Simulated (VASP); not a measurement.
Write the native input for VASP 6.6.1 that does the following.

| Property | Result |
| --- | --- |
| Task | single point |
| Functional | PBEsol |
| Potentials or basis | VASP PAW PBE potentials, release 64 (Ni, Sb) |
| Cutoff | 520 eV |
| k mesh | 18 × 18 × 10 |
| Occupations | gaussian, width 0.1 eV |
| Spin | no spin polarisation |
| Dipole correction | no |
| Further INCAR settings | ALGO = Normal; EDIFF = 1e-06; NBANDS = 23 |

The structure of NiSb lies in POSCAR:

```
NiSb
1.0
    3.8376192299      0.0000000000      0.0000000000
   -1.9188096149      3.3234757431      0.0000000000
    0.0000000000      0.0000000000      5.1311389347
Ni Sb
2 2
Direct
    0.0000000000      0.0000000000      0.0000000000
    0.0000000000      0.0000000000      0.5000000000
    0.3333333333      0.6666666667      0.2500000000
    0.6666666667      0.3333333333      0.7500000000
```

This cell differs from its parent crystal: biaxial strain in the a-b plane: -2.0 %.

The input as run:

INCAR

```
SYSTEM = NiSb
PREC     = Accurate       ! precision mode
ENCUT    = 520            ! plane-wave cutoff, eV
EDIFF    = 1E-6           ! SCF threshold, eV
ISMEAR   = 0              ! smearing method
SIGMA    = 0.1            ! smearing width, eV
LREAL    = .FALSE.        ! projectors in reciprocal space
LASPH    = .TRUE.         ! aspherical terms in the spheres
NELM     = 100            ! most SCF steps
ALGO     = Normal         ! electronic algorithm
ISIF     = 2              ! what is computed and relaxed
LWAVE    = .FALSE.        ! write WAVECAR
LCHARG   = .FALSE.        ! write CHGCAR
GGA      = PS             ! functional
NBANDS   = 23             ! bands
```

KPOINTS

```
Automatic mesh
0
G
  18 18 10
  0 0 0
```

Potentials or basis: VASP PAW PBE potentials, release 64 (Ni, Sb).

Run with:

```console
$ cat potpaw_PBE.64/Ni/POTCAR potpaw_PBE.64/Sb/POTCAR > POTCAR
$ mpirun -np 1 vasp_std > vasp.out
```

It gave:

The pressure is 4.2 GPa and the band gap on the k mesh is zero (bands 15 and 16 overlap by 3.67 eV).

Caveat: the cell differs from its parent crystal (biaxial strain in the a-b plane: -2.0 %); the cell stands under pressure; the PAW data sets were made with another functional, which shifts forces and pressure a little; spin-orbit coupling is left out, which moves the levels of the heavy elements.

Wall time 3.2 min on 1 thread of AMD EPYC 9R45 96-Core Processor (Zen 5), with other jobs on the host, peak memory 0.38 GiB.
